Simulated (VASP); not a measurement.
Write the native input for VASP 6.6.1 that does the following.

```yaml
Task: single point
Functional: PBE
Potentials_or_basis: VASP PAW PBE potentials, release 64 (In_d, Sb)
Cutoff: 520 eV
k_mesh: 12 × 12 × 12
Occupations: gaussian, width 0.15 eV
Spin: no spin polarisation
Dipole_correction: no
Further_INCAR_settings: ALGO = Normal; EDIFF = 1e-06; NBANDS = 16
```

The structure of InSb lies in POSCAR:

```
InSb
1.0
    0.0000000000      3.3418022332      2.7676654181
    3.1160837424      0.0000000000      2.7676654181
    3.1160837424      3.3418022332      0.0000000000
In Sb
1 1
Direct
    0.0000000000      0.0000000000      0.0000000000
    0.5000000000      0.5000000000      0.5000000000
```

This cell differs from its parent crystal: strain +e along x and -e along y -0.0367, strain +e along z and -e/2 along x and y -0.1000.

These files were run (other wordings do the same):

INCAR

```
ALGO     = Normal         # electronic algorithm
EDIFF    = 1E-6           # SCF threshold, eV
ENCUT    = 520            # plane-wave cutoff, eV
GGA      = PE             # functional
ISIF     = 2              # what is computed and relaxed
ISMEAR   = 0              # smearing method
LASPH    = T              # aspherical terms in the spheres
LCHARG   = F              # write CHGCAR
LREAL    = F              # projectors in reciprocal space
LWAVE    = F              # write WAVECAR
NBANDS   = 16             # bands
NELM     = 60             # most SCF steps
PREC     = Accurate       # precision mode
SIGMA    = 0.15           # smearing width, eV
```

KPOINTS

```
k-points
0
Gamma
  12 12 12
```

Potentials or basis: VASP PAW PBE potentials, release 64 (In_d, Sb).

Launch:

```console
$ cat potpaw_PBE.64/In_d/POTCAR potpaw_PBE.64/Sb/POTCAR > POTCAR
$ mpirun -np 1 vasp_std > vasp.out
```

It gave:

```yaml
Pressure: 3.6 GPa
Band_gap_on_the_k_mesh: zero (bands 9 and 10 overlap by 2.74 eV)
```

Caveat: the cell differs from its parent crystal (strain +e along x and -e along y -0.0367, strain +e along z and -e/2 along x and y -0.1000); the cell stands under pressure; spin-orbit coupling is left out, which moves the levels of the heavy elements.

Run time: 2.7 min on 1 thread of Intel(R) Xeon(R) Platinum 8488C (Sapphire Rapids) (shared host), peak memory 0.4 GiB.
